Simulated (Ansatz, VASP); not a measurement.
One calculation of Zr3AlN4, two programs

```
CELL_PARAMETERS angstrom
4.53495 0.00000 0.00000
0.00000 4.53495 0.00000
0.00000 0.00000 4.53495
ATOMIC_POSITIONS crystal
Zr 0.50000 0.00000 0.00000
Zr 0.00000 0.00000 0.50000
Zr 0.00000 0.50000 0.00000
Al 0.50000 0.50000 0.50000
N 0.00000 0.50000 0.50000
N 0.50000 0.50000 0.00000
N 0.00000 0.00000 0.00000
N 0.50000 0.00000 0.50000
```

Alike in both runs: functional PBE; k mesh 8 × 8 × 8; occupations gaussian, width 0.1 eV; no spin polarisation.

Ansatz relaxed the structure, and its values are those at the end. VASP's run is a single point on that final structure, the one shown.

|  | VASP | Ansatz |
| --- | --- | --- |
| version | VASP 6.6.1 | Ansatz 0.2.0 |
| potentials or method | VASP PAW PBE potentials, release 64 (Zr_sv, Al, N), cutoff 520 eV | scalar-relativistic, plane waves, PAW |
| valence electrons in the cell | 59 | 59 |

```tsv
	VASP	Ansatz	Ansatz less VASP
gap on the k mesh at the Fermi level (eV)	none	none	-
pressure (GPa)	0.2	0.0	-0.18
```

A gap of «none» marks a metal or a gap that the smearing closes.
